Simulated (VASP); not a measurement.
# Se (P3_121) in VASP: further runs

The runs below take Se through single point, with r2SCAN.

Program: VASP 6.6.1. These are calculated values, not measurements. Logs are shortened: lines on timing, memory, paths and dates and some standing lists are left out, and cuts for length are marked.

## Step 1: The cell of the first run

It takes space group P3_121 (No. 152, trigonal). The conventional cell has a = 4.143 Å, b = 4.143 Å, c = 5.041 Å, α = 90.00°, β = 90.00°, γ = 120.00°. Within 3.3 Å of Se (site symmetry 2) lie 6 Se at 2.40 to 3.26 Å.

## Step 2: Single point, r2SCAN (biaxial xy strain -3.5%)

POSCAR reads:

```
Se
1.0
    4.1432728880      0.0000000000      0.0000000000
   -2.0716364440      3.5881795758      0.0000000000
    0.0000000000      0.0000000000      5.0408504852
Se
3
Direct
    0.2380677005      0.0000000000      0.3333333333
    0.0000000000      0.2380677005      0.6666666667
    0.7619322995      0.7619322995      0.0000000000
```

INCAR.step1 reads:

```
ALGO     = Normal         # electronic algorithm
EDIFF    = 1E-4           # SCF threshold, eV
ENCUT    = 520            # plane-wave cutoff, eV
GGA      = PE             # functional
ISMEAR   = 0              # smearing method
LASPH    = True           # aspherical terms in the spheres
LCHARG   = False          # write CHGCAR
LREAL    = False          # projectors in reciprocal space
LWAVE    = True           # write WAVECAR
NBANDS   = 16             # bands
NELM     = 100            # most SCF steps
PREC     = Accurate       # precision mode
SIGMA    = 0.01           # smearing width, eV
```

INCAR.step2 reads:

```
ALGO     = Normal         # electronic algorithm
EDIFF    = 1E-7           # SCF threshold, eV
ENCUT    = 520            # plane-wave cutoff, eV
ISIF     = 2              # what is computed and relaxed
ISMEAR   = 0              # smearing method
ISTART   = 1            
LASPH    = True           # aspherical terms in the spheres
LCHARG   = True           # write CHGCAR
LELF     = True           # ELF
LMIXTAU  = True         
LREAL    = False          # projectors in reciprocal space
LVHAR    = True         
LWAVE    = False          # write WAVECAR
METAGGA  = R2SCAN         # meta-GGA
NBANDS   = 16             # bands
NELM     = 100            # most SCF steps
PREC     = Accurate       # precision mode
SIGMA    = 0.01           # smearing width, eV
```

KPOINTS reads:

```
k-points
0
Gamma
  12 12 6
```

Potentials or basis: VASP PAW PBE potentials, release 64 (Se).

Command:

```sh
cat potpaw_PBE.64/Se/POTCAR > POTCAR
cp INCAR.step1 INCAR
mpirun -np 1 vasp_std > vasp.out
cp INCAR.step2 INCAR
mpirun -np 1 vasp_std > vasp.out
```

OUTCAR:

```text
EDIFF = 1E-7
   ENCUT = 520
   ISIF = 2
   ISMEAR = 0
   ISTART = 1
   LASPH = True
   LREAL = False
   METAGGA = R2SCAN
   NELM = 100
   PREC = Accurate

 ion  position               nearest neighbor table
   1  0.238  0.000  0.333-   3 2.40   2 2.40
   2  0.000  0.238  0.667-   3 2.40   1 2.40
   3  0.762  0.762  0.000-   2 2.40   1 2.40

  LATTYP: Found a hexagonal cell.
 ALAT       =     4.1432728880
 C/A-ratio  =     1.2166349216

  Lattice vectors:

 A1 = (   4.1432728880,   0.0000000000,   0.0000000000)
 A2 = (  -2.0716364440,   3.5881795758,   0.0000000000)
 A3 = (   0.0000000000,   0.0000000000,   5.0408504852)

Analysis of symmetry for initial positions (statically):
=====================================================================
 Subroutine PRICEL returns:
 Original cell was already a primitive cell.

 Routine SETGRP: Setting up the symmetry group for a
 hexagonal supercell.

 Subroutine GETGRP returns: Found  6 space group operations
 (whereof  2 operations were pure point group operations)
 out of a pool of 24 trial point group operations.

The static configuration has the point symmetry C_2 .
 The point group associated with its full space group is D_3 .

Analysis of symmetry for dynamics (positions and initial velocities):
=====================================================================
 Subroutine PRICEL returns:
 Original cell was already a primitive cell.

 Routine SETGRP: Setting up the symmetry group for a
 hexagonal supercell.

 Subroutine GETGRP returns: Found  6 space group operations
 (whereof  2 operations were pure point group operations)
 out of a pool of 24 trial point group operations.

The dynamic configuration has the point symmetry C_2 .
 The point group associated with its full space group is D_3 .

 Subroutine INISYM returns: Found  6 space group operations
 (whereof  2 operations are pure point group operations),
 and found     1 'primitive' translations

----------------------------------------------------------------------------------------

                                     Primitive cell

  volume of cell :      74.9414

  direct lattice vectors                    reciprocal lattice vectors
     4.143272888  0.000000000  0.000000000     0.241355090  0.139346426  0.000000000
    -2.071636444  3.588179576  0.000000000     0.000000000  0.278692852  0.000000000
     0.000000000  0.000000000  5.040850485     0.000000000  0.000000000  0.198379223

  length of vectors
     4.143272888  4.143272888  5.040850485     0.278692852  0.278692852  0.198379223

  position of ions in fractional coordinates (direct lattice)
     0.238067700  0.000000000  0.333333333
     0.000000000  0.238067700  0.666666667
     0.761932300  0.761932300  0.000000000

  ion indices of the primitive-cell ions
   primitive index   ion index
                 1           1
                 2           2
                 3           3

----------------------------------------------------------------------------------------

 KPOINTS: k-points

Automatic generation of k-mesh.
 Grid dimensions read from file:
 generate k-points for:   12   12    6

 Generating k-lattice:

  Cartesian coordinates                     Fractional coordinates (reciprocal lattice)
     0.020112924  0.011612202  0.000000000     0.083333333  0.000000000  0.000000000
     0.000000000  0.023224404  0.000000000     0.000000000  0.083333333  0.000000000
     0.000000000  0.000000000  0.033063204     0.000000000  0.000000000  0.166666667

  Length of vectors
     0.023224404  0.023224404  0.033063204

  Shift w.r.t. Gamma in fractional coordinates (k-lattice)
     0.000000000  0.000000000  0.000000000

 Subroutine IBZKPT returns following result:
 ===========================================

 Found    100 irreducible k-points:

 Following reciprocal coordinates:
            Coordinates               Weight
  0.000000  0.000000  0.000000      1.000000
  0.083333  0.000000  0.000000      6.000000
  0.166667  0.000000  0.000000      6.000000
  0.250000  0.000000  0.000000      6.000000
  0.333333  0.000000  0.000000      6.000000
  0.416667  0.000000  0.000000      6.000000
[... 16 lines left out ...]
  0.166667  0.000000  0.166667      6.000000
  0.000000  0.166667  0.166667      6.000000
 [... further k-points ...]
   k-points           NKPTS =    100   k-points in BZ     NKDIM =    100   number of bands    NBANDS=     16
   number of dos      NEDOS =    301   number of ions     NIONS =      3
   total plane-waves  NPLWV =  40960
   dimension x,y,z NGX =    32 NGY =   32 NGZ =   40
   dimension x,y,z NGXF=    64 NGYF=   64 NGZF=   80
   ions per type =               3
   NGX,Y,Z   is equivalent  to a cutoff of  12.84, 12.84, 13.19 a.u.
   NGXF,Y,Z  is equivalent  to a cutoff of  25.68, 25.68, 26.38 a.u.
 SYSTEM =  unknown system
   PREC   = accura    normal or accurate (medium, high low for compatibility)
   ISTART =      1    job   : 0-new  1-cont  2-samecut
   ICHARG =      0    charge: 1-file 2-atom 10-const
   ISPIN  =      1    spin polarized calculation?
   LNONCOLLINEAR =      F non collinear calculations
   LSORBIT =      F    spin-orbit coupling
   LASPH  =      T    aspherical Exc in radial PAW
   ENCUT  =  520.0 eV  38.22 Ry    6.18 a.u.   7.70  7.70  9.37*2*pi/ulx,y,z
   NELM   =    100;   NELMIN=  2; NELMDL=  0     # of ELM steps
   EDIFF  = 0.1E-06   stopping-criterion for ELM
   LREAL  =      F    real-space projection
   EDIFFG = 0.1E-05   stopping-criterion for IOM
   NSW    =      0    number of steps for IOM
   IBRION =     -1    ionic relax: 0-MD 1-quasi-New 2-CG
   NFREE  =      0    steps in history (QN), initial steepest desc. (CG)
   ISIF   =      2    stress and relaxation
   ISYM   =      2    0-nonsym 1-usesym 2-fastsym
   POTIM  = 0.5000    time-step for ionic-motion
   TEBEG  =    0.0;   TEEND  =   0.0 temperature during run
   PSTRESS=    0.0 pullay stress
   NELECT =      18.0000    total number of electrons
   NUPDOWN=      -1.0000    fix difference up-down
   EMIN   =  10.00;   EMAX   =-10.00  energy-range for DOS
   EFERMI =   0.00;   METHOD = LEGACY
   ISMEAR =     0;   SIGMA  =   0.01  broadening in eV -4-tet -1-fermi 0-gaus
   EFERMI_NEDOS =   21; number of points for ismear=-14 and -15
   IALGO  =     38    algorithm
   IMIX   =      4    mixing-type and parameters
     AMIX     =   0.40;   BMIX     =  1.00
     AMIX_MAG =   1.60;   BMIX_MAG =  1.00
  volume/ion in A,a.u.               =      24.98       168.58
  Fermi-wavevector in a.u.,A,eV,Ry     =   1.017635  1.923050 14.089921  1.035580
  Thomas-Fermi vector in A             =   2.151047
   LORBIT       =      0    0 simple, 1 ext, 2 COOP (PROOUT), +10 PAW based schemes
   METAGGA = R2SCAN    functional components
   LHFCALC =     F    Hartree Fock is set to
   AEXX    =    0.0000 exact exchange contribution
   IVDW    =     0    specifies the selected vdW correction
   LEPSILON=     F    determine dielectric tensor
   LRPA    =     F    only Hartree local field effects (RPA)
 non-spin polarized calculation
 Gauss-broadening in eV      SIGMA  =   0.01
  energy-cutoff  :      520.00
  volume of cell :       74.94
 maximum number of plane-waves:      2046
 NGX is ok and might be reduce to    32
   NGX = 15   NGY = 15   NGZ = 19

 number of electron      17.9999999 magnetization

 Free energy of the ion-electron system (eV)
  ---------------------------------------------------
  ext. energy  EPLUGINS =         0.00000000
  ---------------------------------------------------
  free energy    TOTEN  =       -42.84735933 eV

  energy without entropy =      -42.84735933  energy(sigma->0) =      -42.84735933

 E-fermi :   3.3569     XC(G=0):  -9.7529

 val. band max:        3.2880152090   @ k =   0.4167   0.1667   0.5000
 cond. band min:       4.1847487369   @ k =   0.3333   0.3333   0.5000
 fundamental gap:      0.8967335280
 Fermi energy:         3.3569393878

 k-point     1 :       0.0000    0.0000    0.0000
  band No.  band energies     occupation
      1     -13.4723      2.00000
      2      -9.0695      2.00000
      3      -9.0695      2.00000
      4      -0.6769      2.00000
      5      -0.5353      2.00000
      6      -0.5353      2.00000
[... 8 lines left out ...]
     15      10.6056      0.00000
     16      12.1942      0.00000

 k-point     2 :       0.0833    0.0000    0.0000
  band No.  band energies     occupation
      1     -13.4311      2.00000
      2      -9.0945      2.00000
      3      -9.0606      2.00000
      4      -1.0699      2.00000
      5      -0.7144      2.00000
      6      -0.4394      2.00000
[... 8 lines left out ...]
     15      10.9330      0.00000
     16      12.0795      0.00000

 k-point     3 :       0.1667    0.0000    0.0000
  band No.  band energies     occupation
      1     -13.3129      2.00000
      2      -9.1746      2.00000
      3      -9.0359      2.00000
      4      -1.6289      2.00000
      5      -1.0457      2.00000
      6      -0.5088      2.00000
[... 8 lines left out ...]
     15      11.5271      0.00000
     16      12.1621      0.00000

 k-point     4 :       0.2500    0.0000    0.0000
  band No.  band energies     occupation
      1     -13.1354      2.00000
      2      -9.3150      2.00000
      3      -9.0010      2.00000
      4      -2.0753      2.00000
      5      -1.3720      2.00000
      6      -0.6514      2.00000
[... 8 lines left out ...]
     15      12.0334      0.00000
     16      12.7357      0.00000
[... 324 lines left out ...]
 k-point    22 :       0.0000    0.0833    0.1667
  band No.  band energies     occupation
      1     -13.2948      2.00000
      2     -10.2675      2.00000
      3      -7.8930      2.00000
      4      -1.1579      2.00000
      5      -0.9033      2.00000
      6      -0.2177      2.00000
[... 8 lines left out ...]
     15      11.2382      0.00000
     16      11.5228      0.00000

 k-point    23 :       0.1667    0.0000    0.1667
  band No.  band energies     occupation
      1     -13.1795      2.00000
      2     -10.2244      2.00000
      3      -8.0342      2.00000
      4      -1.6147      2.00000
      5      -0.9910      2.00000
      6      -0.3686      2.00000
[... 8 lines left out ...]
     15      11.2883      0.00000
     16      11.7463      0.00000

 k-point    24 :       0.0000    0.1667    0.1667
  band No.  band energies     occupation
      1     -13.1780      2.00000
      2     -10.2416      2.00000
      3      -7.9958      2.00000
      4      -1.5278      2.00000
      5      -1.4260      2.00000
      6      -0.3380      2.00000
[... 8 lines left out ...]
     15      11.4559      0.00000
     16      12.1460      0.00000

 [... further k-points ...]

------------------------ aborting loop because EDIFF is reached ----------------------------------------

  FORCE on cell =-STRESS in cart. coord.  units (eV):
  Direction    XX          YY          ZZ          XY          YZ          ZX
  --------------------------------------------------------------------------------------
  -------------------------------------------------------------------------------------
  Total        1.1195930      1.1195930      1.2155544      0.0000000      0.0000000     -0.0000000
  in kB       23.9358701     23.9358701     25.9874377      0.0000000      0.0000000     -0.0000000
  external PRESSURE =      24.6197260 kB  Pullay stress =       0.0000000 kB

 VOLUME and BASIS-vectors are now :
 -----------------------------------------------------------------------------
  energy-cutoff  :      520.00
  volume of cell :       74.94
      direct lattice vectors                 reciprocal lattice vectors
     4.143272888  0.000000000  0.000000000     0.241355090  0.139346426  0.000000000
    -2.071636444  3.588179576  0.000000000     0.000000000  0.278692852  0.000000000
     0.000000000  0.000000000  5.040850485     0.000000000  0.000000000  0.198379223

 POSITION                                       TOTAL-FORCE (eV/Angst)
 -----------------------------------------------------------------------------------
      0.98638      0.00000      1.68028        -0.035826     -0.000000     -0.000000
     -0.49319      0.85423      3.36057         0.017913     -0.031026      0.000000
      1.57845      2.73395      0.00000         0.017913      0.031026     -0.000000
 -----------------------------------------------------------------------------------
    total drift:                                0.000000      0.000001     -0.000000

  FREE ENERGIE OF THE ION-ELECTRON SYSTEM (eV)
  ---------------------------------------------------
  free  energy   TOTEN  =       -42.8473593320 eV

  energy  without entropy=      -42.8473593320  energy(sigma->0) =      -42.84735933
```

Run time: 4.5 min. Hardware: 1 thread of AMD EPYC 9R45 (Zen 5), shared host; peak memory 0.23 GiB.

Results:

```yaml
Free_energy: -42.8474 eV
Pressure: 2.5 GPa
Largest_force: 0.036 eV/Å
Band_gap_on_the_k_mesh: 0.90 eV (least direct gap 1.02 eV)
```

Forces in eV/Å, atoms in the order of the input:
```
Se  -0.036  0.000  0.000
Se   0.018 -0.031  0.000
Se   0.018  0.031  0.000
```

Levels at points of the mesh, in eV from the valence-band top:
| k point | band 6 | band 7 | band 8 | band 9 | band 10 | band 11 | band 12 | band 13 |
| --- | --- | --- | --- | --- | --- | --- | --- | --- |
| (0.00, 0.00, 0.00) | -3.82 | -2.13 | -2.13 | -0.57 | 1.81 | 1.81 | 2.28 | 6.81 |
| (0.50, 0.00, 0.00) | -3.89 | -3.47 | -1.77 | -1.14 | 1.87 | 2.21 | 4.56 | 5.11 |
| (0.00, 0.00, 0.50) | -3.44 | -1.60 | -1.60 | -1.49 | 1.17 | 1.28 | 1.28 | 6.32 |
| (0.50, 0.00, 0.50) | -4.49 | -2.36 | -1.87 | -0.05 | 1.64 | 2.90 | 3.10 | 6.52 |

Caveat: the cell differs from its parent crystal (biaxial xy strain -3.5%); the PAW data sets were made with another functional, which shifts forces and pressure a little.

## Step 3: Single point, r2SCAN

This run uses another cell than the first one, of 26.81 Å³/atom.

POSCAR reads:

```
Se
1.0
    4.2926573642      0.0000000000      0.0000000000
   -2.1463286821      3.7175503272      0.0000000000
    0.0000000000      0.0000000000      5.0408504852
Se
3
Direct
    0.2284670345      0.0000000000      0.3333333333
    0.0000000000      0.2284670345      0.6666666667
    0.7715329655      0.7715329655      0.0000000000
```

INCAR.step1 reads:

```
ALGO = Normal
EDIFF = 1E-4
ENCUT = 520
GGA = PE
ISMEAR = 0
LASPH = T
LCHARG = F
LREAL = F
LWAVE = T
NBANDS = 16
NELM = 80
PREC = Accurate
SIGMA = 0.01
```

INCAR.step2 reads:

```
ALGO = Normal
EDIFF = 1E-6
ENCUT = 520
ISIF = 2
ISMEAR = 0
ISTART = 1
LASPH = T
LCHARG = T
LELF = T
LMIXTAU = T
LREAL = F
LVHAR = T
LWAVE = F
METAGGA = R2SCAN
NBANDS = 16
NELM = 80
PREC = Accurate
SIGMA = 0.01
```

KPOINTS is that of step 2.

Potentials or basis: VASP PAW PBE potentials, release 64 (Se).

Command:

```sh
cat potpaw_PBE.64/Se/POTCAR > POTCAR
cp INCAR.step1 INCAR
mpirun -np 1 vasp_std > vasp.out
cp INCAR.step2 INCAR
mpirun -np 1 vasp_std > vasp.out
```

Wall time 3.9 min (1 thread of AMD EPYC 9R45 (Zen 5), shared host); peak memory 0.23 GiB.

Results (log left out):

- Free energy: -42.9066 eV
- Pressure: 0.8 GPa
- Largest force: 0.039 eV/Å
- Band gap on the k mesh: 1.05 eV (least direct gap 1.23 eV)

Forces in eV/Å, atoms in the order of the input:
```
Se  -0.039  0.000  0.000
Se   0.020 -0.034  0.000
Se   0.020  0.034  0.000
```

Stress tensor (GPa, compression positive):
```
0.89 0.00 0.00
0.00 0.89 0.00
0.00 0.00 0.65
```

Levels at points of the mesh, in eV from the valence-band top:
```tsv
k point	band 6	band 7	band 8	band 9	band 10	band 11	band 12	band 13
(0.00, 0.00, 0.00)	-3.80	-2.07	-2.07	-0.45	1.99	1.99	2.42	6.91
(0.50, 0.00, 0.00)	-3.57	-3.08	-1.80	-1.07	2.07	2.49	4.40	5.55
(0.00, 0.00, 0.50)	-3.40	-1.53	-1.53	-1.30	1.34	1.47	1.47	6.65
(0.50, 0.00, 0.50)	-4.34	-2.01	-1.55	-0.01	1.70	3.01	3.08	6.63
```

Caveat: the PAW data sets were made with another functional, which shifts forces and pressure a little.
